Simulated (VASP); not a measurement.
# AlNi (Cmmm) in VASP: a series of runs, part 2 of 2

VASP 6.6.1.

## (4) Single point, r2SCAN

This run uses another cell than the first one, of the same volume but with other edges.

Contents of POSCAR:

```
AlNi
1.0
    1.7763483985     -1.7896306457      0.0000000000
    1.7763483985      1.7896306457      0.0000000000
    0.0000000000      0.0000000000      3.6918502184
Al Ni
1 1
Direct
    0.0000000000      0.0000000000      0.0000000000
    0.5000000000      0.5000000000      0.5000000000
```

Contents of INCAR.step1:

```
PREC     = Accurate       # precision mode
ENCUT    = 520            # plane-wave cutoff, eV
ISMEAR   = 0              # smearing method
SIGMA    = 0.15           # smearing width, eV
LREAL    = False          # projectors in reciprocal space
LASPH    = True           # aspherical terms in the spheres
NELM     = 60             # most SCF steps
NBANDS   = 14             # bands
GGA      = PE             # functional
ALGO     = Normal         # electronic algorithm
EDIFF    = 1E-4           # SCF threshold, eV
LWAVE    = True           # write WAVECAR
LCHARG   = False          # write CHGCAR
```

Contents of INCAR.step2:

```
PREC     = Accurate       # precision mode
ENCUT    = 520            # plane-wave cutoff, eV
EDIFF    = 1E-6           # SCF threshold, eV
ISMEAR   = 0              # smearing method
SIGMA    = 0.15           # smearing width, eV
LREAL    = False          # projectors in reciprocal space
LASPH    = True           # aspherical terms in the spheres
NELM     = 60             # most SCF steps
ALGO     = Normal         # electronic algorithm
ISIF     = 2              # what is computed and relaxed
LWAVE    = False          # write WAVECAR
LCHARG   = True           # write CHGCAR
METAGGA  = R2SCAN         # meta-GGA
LMIXTAU  = True         
LELF     = True           # ELF
LVHAR    = True         
NBANDS   = 14             # bands
ISTART   = 1
```

Contents of KPOINTS:

```
regular mesh
0
Gamma
  20 20 18
```

Potentials or basis: VASP PAW PBE potentials, release 64 (Al, Ni).

Command:

```bash
cat potpaw_PBE.64/Al/POTCAR potpaw_PBE.64/Ni/POTCAR > POTCAR
cp INCAR.step1 INCAR
mpirun -np 1 vasp_std > vasp.out
cp INCAR.step2 INCAR
mpirun -np 1 vasp_std > vasp.out
```

OUTCAR:

```text
PREC = Accurate
   ENCUT = 520
   EDIFF = 1E-6
   ISMEAR = 0
   LREAL = False
   LASPH = True
   NELM = 60
   ISIF = 2
   METAGGA = R2SCAN
   ISTART = 1

 ion  position               nearest neighbor table
   1  0.000  0.000  0.000-   2 2.56   2 2.56   2 2.56   2 2.56   2 2.57   2 2.57   2 2.57   2 2.57

   2  0.500  0.500  0.500-   1 2.56   1 2.56   1 2.56   1 2.56   1 2.57   1 2.57   1 2.57   1 2.57

  LATTYP: Found a base centered orthorhombic cell.
 ALAT       =     3.5526967970
 B/A-ratio  =     1.0074772760
 C/A-ratio  =     1.0391683922

  Lattice vectors:

 A1 = (   1.7763483985,  -1.7896306457,   0.0000000000)
 A2 = (   1.7763483985,   1.7896306457,   0.0000000000)
 A3 = (   0.0000000000,   0.0000000000,   3.6918502184)

Analysis of symmetry for initial positions (statically):
=====================================================================
 Subroutine PRICEL returns:
 Original cell was already a primitive cell.

 Routine SETGRP: Setting up the symmetry group for a
 base centered orthorhombic supercell.

 Subroutine GETGRP returns: Found  8 space group operations
 (whereof  8 operations were pure point group operations)
 out of a pool of  8 trial point group operations.

The static configuration has the point symmetry D_2h.

Analysis of symmetry for dynamics (positions and initial velocities):
=====================================================================
 Subroutine PRICEL returns:
 Original cell was already a primitive cell.

 Routine SETGRP: Setting up the symmetry group for a
 base centered orthorhombic supercell.

 Subroutine GETGRP returns: Found  8 space group operations
 (whereof  8 operations were pure point group operations)
 out of a pool of  8 trial point group operations.

The dynamic configuration has the point symmetry D_2h.

 Subroutine INISYM returns: Found  8 space group operations
 (whereof  8 operations are pure point group operations),
 and found     1 'primitive' translations

----------------------------------------------------------------------------------------

                                     Primitive cell

  volume of cell :      23.4728

  direct lattice vectors                    reciprocal lattice vectors
     1.776348398 -1.789630646  0.000000000     0.281476314 -0.279387259  0.000000000
     1.776348398  1.789630646  0.000000000     0.281476314  0.279387259  0.000000000
     0.000000000  0.000000000  3.691850218     0.000000000  0.000000000  0.270866894

  length of vectors
     2.521545455  2.521545455  3.691850218     0.396593187  0.396593187  0.270866894

  position of ions in fractional coordinates (direct lattice)
     0.000000000  0.000000000  0.000000000
     0.500000000  0.500000000  0.500000000

  ion indices of the primitive-cell ions
   primitive index   ion index
                 1           1
                 2           2

----------------------------------------------------------------------------------------

 KPOINTS: regular mesh

Automatic generation of k-mesh.
 Grid dimensions read from file:
 generate k-points for:   20   20   18

 Generating k-lattice:

[... 40 lines left out ...]
 -0.400000  0.050000  0.000000      4.000000
 -0.350000  0.050000  0.000000      4.000000
 [... further k-points ...]
   k-points           NKPTS =   1110   k-points in BZ     NKDIM =   1110   number of bands    NBANDS=     14
   number of dos      NEDOS =    301   number of ions     NIONS =      2
   total plane-waves  NPLWV =  11200
   dimension x,y,z NGX =    20 NGY =   20 NGZ =   28
   dimension x,y,z NGXF=    40 NGYF=   40 NGZF=   56
   ions per type =               1   1
   NGX,Y,Z   is equivalent  to a cutoff of  13.19, 13.19, 12.61 a.u.
   NGXF,Y,Z  is equivalent  to a cutoff of  26.37, 26.37, 25.22 a.u.
 SYSTEM =  unknown system
   PREC   = accura    normal or accurate (medium, high low for compatibility)
   ISTART =      1    job   : 0-new  1-cont  2-samecut
   ICHARG =      0    charge: 1-file 2-atom 10-const
   ISPIN  =      1    spin polarized calculation?
   LNONCOLLINEAR =      F non collinear calculations
   LSORBIT =      F    spin-orbit coupling
   LASPH  =      T    aspherical Exc in radial PAW
   ENCUT  =  520.0 eV  38.22 Ry    6.18 a.u.   4.69  4.69  6.86*2*pi/ulx,y,z
   NELM   =     60;   NELMIN=  2; NELMDL=  0     # of ELM steps
   EDIFF  = 0.1E-05   stopping-criterion for ELM
   LREAL  =      F    real-space projection
   EDIFFG = 0.1E-04   stopping-criterion for IOM
   NSW    =      0    number of steps for IOM
   IBRION =     -1    ionic relax: 0-MD 1-quasi-New 2-CG
   NFREE  =      0    steps in history (QN), initial steepest desc. (CG)
   ISIF   =      2    stress and relaxation
   ISYM   =      2    0-nonsym 1-usesym 2-fastsym
   POTIM  = 0.5000    time-step for ionic-motion
   TEBEG  =    0.0;   TEEND  =   0.0 temperature during run
   PSTRESS=    0.0 pullay stress
   NELECT =      13.0000    total number of electrons
   NUPDOWN=      -1.0000    fix difference up-down
   EMIN   =  10.00;   EMAX   =-10.00  energy-range for DOS
   EFERMI =   0.00;   METHOD = LEGACY
   ISMEAR =     0;   SIGMA  =   0.15  broadening in eV -4-tet -1-fermi 0-gaus
   EFERMI_NEDOS =   21; number of points for ismear=-14 and -15
   IALGO  =     38    algorithm
   IMIX   =      4    mixing-type and parameters
     AMIX     =   0.40;   BMIX     =  1.00
     AMIX_MAG =   1.60;   BMIX_MAG =  1.00
  volume/ion in A,a.u.               =      11.74        79.20
  Fermi-wavevector in a.u.,A,eV,Ry     =   1.344417  2.540580 24.591955  1.807458
  Thomas-Fermi vector in A             =   2.472413
   LORBIT       =      0    0 simple, 1 ext, 2 COOP (PROOUT), +10 PAW based schemes
   METAGGA = R2SCAN    functional components
   LHFCALC =     F    Hartree Fock is set to
   AEXX    =    0.0000 exact exchange contribution
   IVDW    =     0    specifies the selected vdW correction
   LEPSILON=     F    determine dielectric tensor
   LRPA    =     F    only Hartree local field effects (RPA)
 non-spin polarized calculation
 Gauss-broadening in eV      SIGMA  =   0.15
  energy-cutoff  :      520.00
  volume of cell :       23.47
 maximum number of plane-waves:       657
   NGX =  9   NGY =  9   NGZ = 13

 number of electron      12.9999992 magnetization

 Free energy of the ion-electron system (eV)
  ---------------------------------------------------
  ext. energy  EPLUGINS =         0.00000000
  ---------------------------------------------------
  free energy    TOTEN  =       -19.67112170 eV

  energy without entropy =      -19.66262319  energy(sigma->0) =      -19.66687245

 E-fermi :  10.1482     XC(G=0): -13.1113

 val. band max:       10.1459185747   @ k =   0.2000   0.1500   0.1667
 cond. band min:      10.1485906930   @ k =  -0.3000   0.3000   0.3333
 fundamental gap:      0.0026721183
 Fermi energy:        10.1482003738

 k-point     1 :       0.0000    0.0000    0.0000
  band No.  band energies     occupation
      1      -1.8583      2.00000
      2       6.0870      2.00000
      3       6.8020      2.00000
      4       8.5686      2.00000
      5       8.5836      2.00000
      6       8.6363      2.00000
      7       9.1463      2.00000
      8      13.8183      0.00000
      9      20.2152      0.00000
     10      21.5657      0.00000
     11      21.5893      0.00000
     12      28.5614      0.00000
     13      31.4043      0.00000
     14      31.4259      0.00000
[... 377 lines left out ...]
      1       1.1389      2.00000
      2       6.5506      2.00000
      3       6.6300      2.00000
      4       7.0309      2.00000
      5       8.4793      2.00000
      6       8.6555      2.00000
      7      11.0580      0.00000
      8      12.8672      0.00000
      9      15.3866      0.00000
     10      20.1118      0.00000
     11      22.0799      0.00000
     12      23.6817      0.00000
     13      28.4355      0.00000
     14      29.7298      0.00000

 [... further k-points ...]

------------------------ aborting loop because EDIFF is reached ----------------------------------------

  FORCE on cell =-STRESS in cart. coord.  units (eV):
  Direction    XX          YY          ZZ          XY          YZ          ZX
  --------------------------------------------------------------------------------------
  -------------------------------------------------------------------------------------
  Total        1.8315156      1.7944118     -2.0990253      0.0000000      0.0000000      0.0000000
  in kB      125.0131133    122.4805343   -143.2724327      0.0000000      0.0000000      0.0000000
  external PRESSURE =      34.7404050 kB  Pullay stress =       0.0000000 kB

 VOLUME and BASIS-vectors are now :
 -----------------------------------------------------------------------------
  energy-cutoff  :      520.00
  volume of cell :       23.47
      direct lattice vectors                 reciprocal lattice vectors
     1.776348398 -1.789630646  0.000000000     0.281476314 -0.279387259  0.000000000
     1.776348398  1.789630646  0.000000000     0.281476314  0.279387259  0.000000000
     0.000000000  0.000000000  3.691850218     0.000000000  0.000000000  0.270866894

 POSITION                                       TOTAL-FORCE (eV/Angst)
 -----------------------------------------------------------------------------------
      0.00000      0.00000      0.00000        -0.000000      0.000000      0.000000
      1.77635      0.00000      1.84593         0.000000     -0.000000      0.000000
 -----------------------------------------------------------------------------------
    total drift:                                0.000000      0.000000      0.000000

  FREE ENERGIE OF THE ION-ELECTRON SYSTEM (eV)
  ---------------------------------------------------
  free  energy   TOTEN  =       -19.6711217013 eV

  energy  without entropy=      -19.6626231911  energy(sigma->0) =      -19.66687245
```

Wall time 30 min (1 thread of Oxide Virtual Turin-like, shared host); peak memory 0.43 GiB.

Results:

* Free energy: -19.6711 eV
* Pressure: 3.5 GPa
* Band gap on the k mesh: zero (an odd number of electrons rules out a gap without spin polarisation)

Levels at points of the mesh, in eV from the Fermi level:
```tsv
k point	band 3	band 4	band 5	band 6	band 7	band 8	band 9	band 10	band 11	band 12
(0.00, 0.00, 0.00)	-3.35	-1.58	-1.56	-1.51	-1.00	3.67	10.07	11.42	11.44	18.41
(0.50, 0.00, 0.00)	-3.75	-2.98	-1.81	-1.40	0.21	4.42	6.26	7.31	9.89	16.05
(0.50, 0.50, 0.00)	-2.96	-2.96	-1.12	-0.95	-0.27	3.36	5.22	9.44	11.38	11.57
(0.00, 0.00, 0.50)	-3.26	-2.46	-1.68	-1.66	-1.00	9.70	11.45	14.06	14.06	15.12
(0.50, 0.00, 0.50)	-3.70	-2.65	-2.02	-1.81	-1.48	1.34	1.96	15.77	17.87	18.45
(0.50, 0.50, 0.50)	-3.93	-1.61	-0.27	1.76	3.10	3.27	3.27	3.39	5.32	7.31
```

Caveat: the cell stands under pressure; the PAW data sets were made with another functional, which shifts forces and pressure a little. Spin polarisation is off, so any magnetic state and its effect on volume and gap are missing.

## (5) Summary

```csv
cell,gap on the mesh (eV),pressure (GPa)
"a = 2.666, b = 2.666, c = 3.303 Å, angles 90.0, 90.0, 90.4°, 2 atoms",none,1.4
"a = 2.964, b = 2.964, c = 2.671 Å, angles 90.0, 90.0, 90.4°, 2 atoms",none,0.7
"a = 2.522, b = 2.522, c = 3.692 Å, angles 90.0, 90.0, 90.4°, 2 atoms",none,3.5
```

Alike in all rows: task single point; level r2SCAN; potentials or basis VASP PAW PBE potentials, release 64 (Al, Ni); no spin polarisation; k mesh 20 × 20 × 18; cutoff (eV) 520; smearing gaussian 0.15 eV.

Caveats: the PAW data sets were made with another functional, which shifts forces and pressure a little; the cell stands under pressure (at least some runs).

Absolute energies hang on the potentials; compare differences alone.
